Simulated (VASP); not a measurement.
Set up this calculation in VASP 6.6.1, as the native input.

```yaml
Task: single point
Functional: PBE
Dispersion: D3(BJ)
Potentials_or_basis: VASP PAW PBE potentials, release 64 (Al, N)
Cutoff: 520 eV
k_mesh: 9 × 9 × 6
Occupations: gaussian, width 0.02 eV
Spin: no spin polarisation
Dipole_correction: no
Further_INCAR_settings: ALGO = Normal; EDIFF = 1e-07; NBANDS = 16
```

The structure of AlN lies in POSCAR:

```
AlN
1.0
    3.1094117531      0.0000000000      0.0000000000
   -1.5547058765      2.6928295691      0.0000000000
    0.0000000000      0.0000000000      4.9785301683
Al N
2 2
Direct
    0.3333333333      0.6666666667     -0.0009429742
    0.6666666667      0.3333333333      0.4990570258
    0.3333333333      0.6666666667      0.3809429742
    0.6666666667      0.3333333333      0.8809429742
```

These files were run (other wordings do the same):

INCAR

```
PREC = Accurate
ENCUT = 520
EDIFF = 1E-7
ISMEAR = 0
SIGMA = 0.02
LREAL = False
LASPH = True
NELM = 100
ALGO = Normal
ISIF = 2
LWAVE = False
LCHARG = False
GGA = PE
IVDW = 12
NBANDS = 16
```

KPOINTS

```
Automatic mesh
0
Gamma
  9 9 6
```

Potentials or basis: VASP PAW PBE potentials, release 64 (Al, N).

The run is started by

```console
$ cat potpaw_PBE.64/Al/POTCAR potpaw_PBE.64/N/POTCAR > POTCAR
$ mpirun -np 1 vasp_std > vasp.out
```

It gave:

```json
{"Pressure": "-0.3 GPa", "Band gap on the k mesh": "4.22 eV, direct", "Dispersion energy per atom": "-0.269 eV"}
```

Wall time 36 s on 1 thread of AMD EPYC 7R43 64-Core Processor (Zen 3), with other jobs on the host, peak memory 0.14 GiB.
